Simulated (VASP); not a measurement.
# BiS (Pm-3m) in VASP: notebook, part 2 of 3

VASP 6.6.1. Earlier steps stand in the parts before.

### Step 3. Relaxation of cell and atoms, PBE

This run uses another cell than the first one, of 32.07 Å³/atom.

Contents of INCAR:

```
ALGO = Normal ; EDIFF = 1E-7
EDIFFG = -0.04 ; ENCUT = 600
GGA = PE ; IBRION = 2
ISIF = 3 ; ISMEAR = 0
LASPH = True ; LCHARG = False
LREAL = False ; LWAVE = False
NELM = 80 ; NSW = 90
PREC = Accurate ; SIGMA = 0.1
```

Contents of KPOINTS:

```
k-points
0
Gamma
  4 4 4
```

Contents of POSCAR:

```
BiS
1.0
    4.0029443400      0.0000000000      0.0000000000
    0.0000000000      4.0029443400      0.0000000000
    0.0000000000      0.0000000000      4.0029443400
Bi S
1 1
Direct
    0.5000000000      0.5000000000      0.5000000000
    0.0000000000      0.0000000000      0.0000000000
```

Potentials or basis: VASP PAW PBE potentials, release 64 (Bi_d, S).

Run with:

```sh
> cat potpaw_PBE.64/Bi_d/POTCAR potpaw_PBE.64/S/POTCAR > POTCAR
> mpirun -np 1 vasp_std > vasp.out
```

OUTCAR:

```text
EDIFF = 1E-7
   EDIFFG = -0.04
   ENCUT = 600
   GGA = PE
   IBRION = 2
   ISIF = 3
   ISMEAR = 0
   LASPH = True
   LREAL = False
   NELM = 80
   NSW = 90
   PREC = Accurate

 ion  position               nearest neighbor table
   1  0.500  0.500  0.500-
   2  0.000  0.000  0.000-

  LATTYP: Found a simple cubic cell.
 ALAT       =     4.0029443400

  Lattice vectors:

 A1 = (   4.0029443400,   0.0000000000,   0.0000000000)
 A2 = (   0.0000000000,   4.0029443400,   0.0000000000)
 A3 = (   0.0000000000,   0.0000000000,   4.0029443400)

Analysis of symmetry for initial positions (statically):
=====================================================================
 Subroutine PRICEL returns:
 Original cell was already a primitive cell.

 Routine SETGRP: Setting up the symmetry group for a
 simple cubic supercell.

 Subroutine GETGRP returns: Found 48 space group operations
 (whereof 48 operations were pure point group operations)
 out of a pool of 48 trial point group operations.

The static configuration has the point symmetry O_h .

Analysis of symmetry for dynamics (positions and initial velocities):
=====================================================================
 Subroutine PRICEL returns:
 Original cell was already a primitive cell.

 Routine SETGRP: Setting up the symmetry group for a
 simple cubic supercell.

 Subroutine GETGRP returns: Found 48 space group operations
 (whereof 48 operations were pure point group operations)
 out of a pool of 48 trial point group operations.

The dynamic configuration has the point symmetry O_h .

 Subroutine INISYM returns: Found 48 space group operations
 (whereof 48 operations are pure point group operations),
 and found     1 'primitive' translations

----------------------------------------------------------------------------------------

                                     Primitive cell

  volume of cell :      64.1414

  direct lattice vectors                    reciprocal lattice vectors
     4.002944340  0.000000000  0.000000000     0.249816114  0.000000000  0.000000000
     0.000000000  4.002944340  0.000000000     0.000000000  0.249816114  0.000000000
     0.000000000  0.000000000  4.002944340     0.000000000  0.000000000  0.249816114

  length of vectors
     4.002944340  4.002944340  4.002944340     0.249816114  0.249816114  0.249816114

  position of ions in fractional coordinates (direct lattice)
     0.500000000  0.500000000  0.500000000
     0.000000000  0.000000000  0.000000000

  ion indices of the primitive-cell ions
   primitive index   ion index
                 1           1
                 2           2

----------------------------------------------------------------------------------------

 KPOINTS: k-points

Automatic generation of k-mesh.
 Grid dimensions read from file:
 generate k-points for:    4    4    4

 Generating k-lattice:

  Cartesian coordinates                     Fractional coordinates (reciprocal lattice)
     0.062454029  0.000000000  0.000000000     0.250000000  0.000000000  0.000000000
     0.000000000  0.062454029  0.000000000     0.000000000  0.250000000  0.000000000
     0.000000000  0.000000000  0.062454029     0.000000000  0.000000000  0.250000000

  Length of vectors
     0.062454029  0.062454029  0.062454029

  Shift w.r.t. Gamma in fractional coordinates (k-lattice)
     0.000000000  0.000000000  0.000000000

 Subroutine IBZKPT returns following result:
 ===========================================

 Found     10 irreducible k-points:

 Following reciprocal coordinates:
            Coordinates               Weight
  0.000000  0.000000  0.000000      1.000000
  0.250000  0.000000  0.000000      6.000000
  0.500000  0.000000  0.000000      3.000000
  0.250000  0.250000  0.000000     12.000000
  0.500000  0.250000  0.000000     12.000000
  0.500000  0.500000  0.000000      3.000000
  0.250000  0.250000  0.250000      8.000000
  0.500000  0.250000  0.250000     12.000000
  0.500000  0.500000  0.250000      6.000000
  0.500000  0.500000  0.500000      1.000000
   k-points           NKPTS =     10   k-points in BZ     NKDIM =     10   number of bands    NBANDS=     14
   number of dos      NEDOS =    301   number of ions     NIONS =      2
   total plane-waves  NPLWV =  32768
   dimension x,y,z NGX =    32 NGY =   32 NGZ =   32
   dimension x,y,z NGXF=    64 NGYF=   64 NGZF=   64
   ions per type =               1   1
   NGX,Y,Z   is equivalent  to a cutoff of  13.29, 13.29, 13.29 a.u.
   NGXF,Y,Z  is equivalent  to a cutoff of  26.58, 26.58, 26.58 a.u.
 SYSTEM =  unknown system
   PREC   = accura    normal or accurate (medium, high low for compatibility)
   ISTART =      0    job   : 0-new  1-cont  2-samecut
   ICHARG =      2    charge: 1-file 2-atom 10-const
   ISPIN  =      1    spin polarized calculation?
   LNONCOLLINEAR =      F non collinear calculations
   LSORBIT =      F    spin-orbit coupling
   LASPH  =      T    aspherical Exc in radial PAW
   ENCUT  =  600.0 eV  44.10 Ry    6.64 a.u.   7.99  7.99  7.99*2*pi/ulx,y,z
   NELM   =     80;   NELMIN=  2; NELMDL= -5     # of ELM steps
   EDIFF  = 0.1E-06   stopping-criterion for ELM
   LREAL  =      F    real-space projection
   EDIFFG = -.4E-01   stopping-criterion for IOM
   NSW    =     90    number of steps for IOM
   IBRION =      2    ionic relax: 0-MD 1-quasi-New 2-CG
   NFREE  =      1    steps in history (QN), initial steepest desc. (CG)
   ISIF   =      3    stress and relaxation
   ISYM   =      2    0-nonsym 1-usesym 2-fastsym
   POTIM  = 0.5000    time-step for ionic-motion
   TEBEG  =    0.0;   TEEND  =   0.0 temperature during run
   PSTRESS=    0.0 pullay stress
   NELECT =      21.0000    total number of electrons
   NUPDOWN=      -1.0000    fix difference up-down
   EMIN   =  10.00;   EMAX   =-10.00  energy-range for DOS
   EFERMI =   0.00;   METHOD = LEGACY
   ISMEAR =     0;   SIGMA  =   0.10  broadening in eV -4-tet -1-fermi 0-gaus
   EFERMI_NEDOS =   21; number of points for ismear=-14 and -15
   IALGO  =     38    algorithm
   IMIX   =      4    mixing-type and parameters
     AMIX     =   0.40;   BMIX     =  1.00
     AMIX_MAG =   1.60;   BMIX_MAG =  1.00
  volume/ion in A,a.u.               =      32.07       216.42
  Fermi-wavevector in a.u.,A,eV,Ry     =   1.128327  2.132229 17.321879  1.273122
  Thomas-Fermi vector in A             =   2.265017
   LORBIT       =      0    0 simple, 1 ext, 2 COOP (PROOUT), +10 PAW based schemes
   GGA     = PE    functional components
   LHFCALC =     F    Hartree Fock is set to
   AEXX    =    0.0000 exact exchange contribution
   IVDW    =     0    specifies the selected vdW correction
   LEPSILON=     F    determine dielectric tensor
   LRPA    =     F    only Hartree local field effects (RPA)
 conjugate gradient relaxation of ions
 non-spin polarized calculation
 Gauss-broadening in eV      SIGMA  =   0.10
  energy-cutoff  :      600.00
  volume of cell :       64.14
 maximum number of plane-waves:      2176
 NGX is ok and might be reduce to    32
   NGX = 15   NGY = 15   NGZ = 15

--------------------------------------- Ionic step        1  -------------------------------------------

 number of electron      21.0000006 magnetization

 Free energy of the ion-electron system (eV)
  ---------------------------------------------------
  ext. energy  EPLUGINS =         0.00000000
  ---------------------------------------------------
  free energy    TOTEN  =        -7.13853377 eV

  energy without entropy =       -7.12710114  energy(sigma->0) =       -7.13281745

 E-fermi :   4.2304     XC(G=0):  -9.1243

 val. band max:        4.1883233052   @ k =   0.2500   0.2500   0.0000
 cond. band min:       4.5256102336   @ k =   0.5000   0.5000   0.2500
 fundamental gap:      0.3372869285
 Fermi energy:         4.2303617429

 k-point     1 :       0.0000    0.0000    0.0000
  band No.  band energies     occupation
      1     -19.1759      2.00000
      2     -19.1759      2.00000
      3     -19.1301      2.00000
      4     -19.1301      2.00000
      5     -19.1301      2.00000
      6      -8.6257      2.00000
      7      -5.5562      2.00000
      8       2.2510      2.00000
      9       2.2510      2.00000
     10       2.2510      2.00000
     11       7.0018      0.00000
     12       7.0018      0.00000
     13       7.0018      0.00000
     14       8.9952      0.00000
[... 220 lines left out ...]
  energy  without entropy=       -7.9637760679  energy(sigma->0) =       -7.97325418

--------------------------------------- Ionic step        3  -------------------------------------------

 number of electron      21.0000004 magnetization

 Free energy of the ion-electron system (eV)
  ---------------------------------------------------
  ext. energy  EPLUGINS =         0.00000000
  ---------------------------------------------------
  free energy    TOTEN  =        -7.98566508 eV

  energy without entropy =       -7.96750373  energy(sigma->0) =       -7.97658441

 E-fermi :   8.1297     XC(G=0): -10.6307

 val. band max:        7.8218082221   @ k =   0.5000   0.5000   0.2500
 cond. band min:       8.1374710191   @ k =   0.2500   0.2500   0.0000
 fundamental gap:      0.3156627970
 Fermi energy:         8.1297492335

 k-point     1 :       0.0000    0.0000    0.0000
  band No.  band energies     occupation
      1     -15.4023      2.00000
      2     -15.4023      2.00000
      3     -15.2677      2.00000
      4     -15.2677      2.00000
      5     -15.2677      2.00000
      6      -6.9914      2.00000
      7      -1.0751      2.00000
      8       5.0808      2.00000
      9       5.0808      2.00000
     10       5.0808      2.00000
     11      12.0706      0.00000
     12      12.6304      0.00000
     13      12.6304      0.00000
     14      12.6304      0.00000
[... 180 lines left out ...]
  FREE ENERGIE OF THE ION-ELECTRON SYSTEM (eV)
  ---------------------------------------------------
  free  energy   TOTEN  =        -7.9856650812 eV

  energy  without entropy=       -7.9675037345  energy(sigma->0) =       -7.97658441

 reached required accuracy - stopping structural energy minimisation
```

Run time: 16 s. Hardware: 1 thread of Intel Xeon 6975P-C (Granite Rapids), shared host; peak memory 0.18 GiB.

What came out:

```yaml
Free_energy: -7.9857 eV
Relaxed_volume: 23.11 Å³/atom
Relaxed_cell: a = 3.589 Å, b = 3.589 Å, c = 3.589 Å, α = 90.00°, β = 90.00°, γ = 90.00°
Space_group_after_relaxing_to_0.1_Å: Pm-3m (No. 221)
Energy_gained_by_relaxing: 423.6 meV/atom
Ionic_steps: 3
Pressure_after_relaxing: 0.1 GPa
Band_gap_on_the_k_mesh: zero (an odd number of electrons rules out a gap without spin polarisation)
```

The path:
| step | energy change (eV) | largest force (eV/Å) | pressure (GPa) | volume (Å³) |
| --- | --- | --- | --- | --- |
| 1 | 0.0000 | 0.0000 | -11.21 | 64.14 |
| 2 | -0.8442 | 0.0000 | 1.21 | 45.49 |
| 3 | -0.8471 | 0.0000 | 0.09 | 46.22 |

Final structure:
```
Bi S
1.0
     3.58866    0.00000    0.00000
     0.00000    3.58866    0.00000
     0.00000    0.00000    3.58866
Bi S
1 1
Cartesian
  1.7943 1.7943 1.7943
  0.0000 0.0000 0.0000
```

Levels at points of the mesh, in eV from the Fermi level:
```tsv
k point	band 7	band 8	band 9	band 10	band 11	band 12	band 13	band 14
(0.00, 0.00, 0.00)	-9.20	-3.05	-3.05	-3.05	3.94	4.50	4.50	4.50
(0.50, 0.00, 0.00)	-12.00	-1.81	-1.69	-1.69	-1.59	1.73	1.73	5.52
(0.50, 0.50, 0.00)	-10.57	-6.16	-6.16	-1.42	2.50	2.50	3.44	5.95
(0.50, 0.50, 0.50)	-9.46	-3.80	-3.80	-3.80	-2.61	-2.61	-2.61	12.70
```

Caveat: the k points lie up to 0.44 Å⁻¹ apart in the final cell, too coarse for converged energies and pressures of a metal; the volume moved by over 15 % at a fixed basis, so the end points are rough; spin-orbit coupling is left out, which moves the levels of the heavy elements.

### Step 4. Relaxation of cell and atoms, PBE

Contents of INCAR:

```
PREC = Accurate
ENCUT = 600
EDIFF = 1E-6
ISMEAR = 0
SIGMA = 0.1
LREAL = F
LASPH = T
NELM = 60
ALGO = Normal
ISIF = 3
LWAVE = F
LCHARG = F
GGA = PE
IBRION = 2
NSW = 90
EDIFFG = -0.04
```

Contents of KPOINTS:

```
regular mesh
0
Gamma
  6 6 6
```

Contents of POSCAR:

```
BiS
1.0
    3.5840968716      0.0000000000      0.0000000000
    0.0000000000      3.5840968716      0.0000000000
    0.0000000000      0.0000000000      3.5840968716
Bi S
1 1
Direct
    0.5000000000      0.5000000000      0.5000000000
    0.0000000000      0.0000000000      0.0000000000
```

Potentials or basis: VASP PAW PBE potentials, release 64 (Bi_d, S).

Run with:

```sh
> cat potpaw_PBE.64/Bi_d/POTCAR potpaw_PBE.64/S/POTCAR > POTCAR
> mpirun -np 1 vasp_std > vasp.out
```

OUTCAR:

```text
PREC = Accurate
   ENCUT = 600
   EDIFF = 1E-6
   ISMEAR = 0
   LREAL = F
   LASPH = T
   NELM = 60
   ISIF = 3
   GGA = PE
   IBRION = 2
   NSW = 90
   EDIFFG = -0.04

 ion  position               nearest neighbor table
   1  0.500  0.500  0.500-   2 3.10   2 3.10   2 3.10   2 3.10   2 3.10   2 3.10   2 3.10   2 3.10

   2  0.000  0.000  0.000-   1 3.10   1 3.10   1 3.10   1 3.10   1 3.10   1 3.10   1 3.10   1 3.10

  LATTYP: Found a simple cubic cell.
 ALAT       =     3.5840968716

  Lattice vectors:

 A1 = (   3.5840968716,   0.0000000000,   0.0000000000)
 A2 = (   0.0000000000,   3.5840968716,   0.0000000000)
 A3 = (   0.0000000000,   0.0000000000,   3.5840968716)

Analysis of symmetry for initial positions (statically):
=====================================================================
 Subroutine PRICEL returns:
 Original cell was already a primitive cell.

 Routine SETGRP: Setting up the symmetry group for a
 simple cubic supercell.

 Subroutine GETGRP returns: Found 48 space group operations
 (whereof 48 operations were pure point group operations)
 out of a pool of 48 trial point group operations.

The static configuration has the point symmetry O_h .

Analysis of symmetry for dynamics (positions and initial velocities):
=====================================================================
 Subroutine PRICEL returns:
 Original cell was already a primitive cell.

 Routine SETGRP: Setting up the symmetry group for a
 simple cubic supercell.

 Subroutine GETGRP returns: Found 48 space group operations
 (whereof 48 operations were pure point group operations)
 out of a pool of 48 trial point group operations.

The dynamic configuration has the point symmetry O_h .

 Subroutine INISYM returns: Found 48 space group operations
 (whereof 48 operations are pure point group operations),
 and found     1 'primitive' translations

----------------------------------------------------------------------------------------

                                     Primitive cell

  volume of cell :      46.0404

[... 118 lines left out ...]
  volume of cell :       46.04
 maximum number of plane-waves:      1568
 NGX is ok and might be reduce to    30
   NGX = 15   NGY = 15   NGZ = 15

 number of electron      21.0000002 magnetization

 Free energy of the ion-electron system (eV)
  ---------------------------------------------------
  ext. energy  EPLUGINS =         0.00000000
  ---------------------------------------------------
  free energy    TOTEN  =        -7.92745086 eV

  energy without entropy =       -7.91755047  energy(sigma->0) =       -7.92250067

 E-fermi :   8.1905     XC(G=0): -10.6527

 val. band max:        8.1408395555   @ k =   0.5000   0.3333   0.1667
 cond. band min:       8.2297943348   @ k =   0.5000   0.1667   0.1667
 fundamental gap:      0.0889547794
 Fermi energy:         8.1904613536

 k-point     1 :       0.0000    0.0000    0.0000
  band No.  band energies     occupation
      1     -15.4166      2.00000
      2     -15.4166      2.00000
      3     -15.2813      2.00000
      4     -15.2813      2.00000
      5     -15.2813      2.00000
      6      -6.9634      2.00000
      7      -1.0152      2.00000
      8       5.1403      2.00000
      9       5.1403      2.00000
     10       5.1403      2.00000
     11      12.1093      0.00000
     12      12.1093      0.00000
     13      12.6991      0.00000
     14      12.6991      0.00000
[... 309 lines left out ...]
      1     -15.3525      2.00000
      2     -15.3525      2.00000
      3     -15.3525      2.00000
      4     -15.2443      2.00000
      5     -15.2443      2.00000
      6      -3.8442      2.00000
      7      -1.3094      2.00000
      8       4.3957      2.00000
      9       4.3957      2.00000
     10       4.3957      2.00000
     11       5.5321      2.00000
     12       5.5321      2.00000
     13       5.5321      2.00000
     14      20.9281      0.00000

------------------------ aborting loop because EDIFF is reached ----------------------------------------

  FORCE on cell =-STRESS in cart. coord.  units (eV):
  Direction    XX          YY          ZZ          XY          YZ          ZX
  --------------------------------------------------------------------------------------
  -------------------------------------------------------------------------------------
  Total       -0.0252629     -0.0252629     -0.0252629      0.0000000      0.0000000      0.0000000
  in kB       -0.8791326     -0.8791326     -0.8791326      0.0000000      0.0000000      0.0000000
  external PRESSURE =      -0.8791326 kB  Pullay stress =       0.0000000 kB

 VOLUME and BASIS-vectors are now :
 -----------------------------------------------------------------------------
  energy-cutoff  :      600.00
  volume of cell :       46.04
      direct lattice vectors                 reciprocal lattice vectors
     3.584096872  0.000000000  0.000000000     0.279010316  0.000000000  0.000000000
     0.000000000  3.584096872  0.000000000     0.000000000  0.279010316  0.000000000
     0.000000000  0.000000000  3.584096872     0.000000000  0.000000000  0.279010316

 POSITION                                       TOTAL-FORCE (eV/Angst)
 -----------------------------------------------------------------------------------
      1.79205      1.79205      1.79205         0.000000      0.000000      0.000000
      0.00000      0.00000      0.00000         0.000000      0.000000      0.000000
 -----------------------------------------------------------------------------------
    total drift:                                0.000000      0.000000      0.000000

  FREE ENERGIE OF THE ION-ELECTRON SYSTEM (eV)
  ---------------------------------------------------
  free  energy   TOTEN  =        -7.9274508643 eV

  energy  without entropy=       -7.9175504701  energy(sigma->0) =       -7.92250067

 reached required accuracy - stopping structural energy minimisation
```

It took 9.7 s on 1 thread of Intel Xeon 6975P-C (Granite Rapids), shared host; peak memory 0.17 GiB.

Results:

```yaml
Free_energy: -7.9275 eV
Pressure_after_relaxing: -0.1 GPa
Band_gap_on_the_k_mesh: zero (an odd number of electrons rules out a gap without spin polarisation)
```

Final structure:
```cif
data_structure
_symmetry_space_group_name_H-M 'P 1'
_symmetry_Int_Tables_number 1
_cell_length_a 3.5841
_cell_length_b 3.5841
_cell_length_c 3.5841
_cell_angle_alpha 90.000
_cell_angle_beta 90.000
_cell_angle_gamma 90.000
_cell_volume 46.04
loop_
_atom_site_label
_atom_site_type_symbol
_atom_site_fract_x
_atom_site_fract_y
_atom_site_fract_z
_atom_site_occupancy
Bi1 Bi 0.50000 0.50000 0.50000 1
S1 S 0.00000 0.00000 0.00000 1
```

Caveat: the relaxation stopped at its first step, so nothing moved; spin-orbit coupling is left out, which moves the levels of the heavy elements.

(Part 2 of 3 ends here.)
